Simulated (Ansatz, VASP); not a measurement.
SnTe2: VASP beside Ansatz

```
Sn Te
1.0
     7.06083    0.00000    0.00000
     0.00000    7.06083    0.00000
     0.00000    0.00000    4.42281
Sn Te
2 4
Direct
  0.00000 0.00000 0.00000
  0.50000 0.50000 0.50000
  0.30200 0.30200 0.00000
  0.19800 0.80200 0.50000
  0.69800 0.69800 0.00000
  0.80200 0.19800 0.50000
```

Alike in both runs: task single point; functional PBE; k mesh 6 × 6 × 8; occupations gaussian, width 0.1 eV; no spin polarisation.

```csv
,VASP,Ansatz
version,VASP 6.6.1,Ansatz 0.2.0
potentials or method,"VASP PAW PBE potentials, release 64 (Sn_d, Te), cutoff 520 eV","scalar-relativistic, plane waves, PAW"
valence electrons in the cell,52,92
```

|  | VASP | Ansatz | Ansatz less VASP |
| --- | --- | --- | --- |
| gap on the k mesh at the Fermi level (eV) | none | none | - |
| pressure (GPa) | 0.0 | 0.0 | +0.01 |

A gap of «none» marks a metal or a gap that the smearing closes. VASP's potentials hold 52 valence electrons a cell and Ansatz's 92, so a difference there can come from the potentials and not from the codes.

Spin-orbit coupling is off throughout.
